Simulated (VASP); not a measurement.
Set up this calculation in VASP 6.6.1, as the native input.

* Task: single point
* Functional: revPBE
* Potentials or basis: VASP PAW PBE potentials, release 64 (Zn)
* Cutoff: 520 eV
* k mesh: 7 × 7 × 3
* Occupations: fermi-dirac, width 0.1 eV
* Spin: no spin polarisation
* Dipole correction: no
* Further INCAR settings: ALGO = Normal; EDIFF = 1e-06; NBANDS = 19

The structure of Zn lies in POSCAR:

```
Zn
1.0
    2.6814165103      0.0000000000      0.0000000000
   -1.3407082552      2.3221748161      0.0000000000
    0.0000000000      0.0000000000      5.0308882150
Zn
2
Direct
    0.3333333333      0.6666666667      0.2500000000
    0.6666666667      0.3333333333      0.7500000000
```

These files were run (other wordings do the same):

INCAR

```
SYSTEM = Zn
PREC = Accurate
ENCUT = 520
EDIFF = 1E-6
ISMEAR = -1
SIGMA = 0.1
LREAL = .False.
LASPH = .True.
NELM = 60
ALGO = Normal
ISIF = 2
LWAVE = .False.
LCHARG = .False.
GGA = RE
NBANDS = 19
```

KPOINTS

```
regular mesh
0
Gamma
  7 7 3
  0 0 0
```

Potentials or basis: VASP PAW PBE potentials, release 64 (Zn).

Launch:

```console
$ cat potpaw_PBE.64/Zn/POTCAR > POTCAR
$ mpirun -np 1 vasp_std > vasp.out
```

Results of the run:

```json
{
 "Pressure": "0.3 GPa",
 "Band gap on the k mesh": "zero (band 12 reaches 4.47 eV, above the bottom of band 13 at -0.14 eV)"
}
```

Caveat: the k points lie up to 0.42 Å⁻¹ apart; the PAW data sets were made with another functional, which shifts forces and pressure a little.

Wall time 5.5 s on 1 thread of Intel(R) Xeon(R) Platinum 8488C (Sapphire Rapids), with other jobs on the host, peak memory 0.13 GiB.
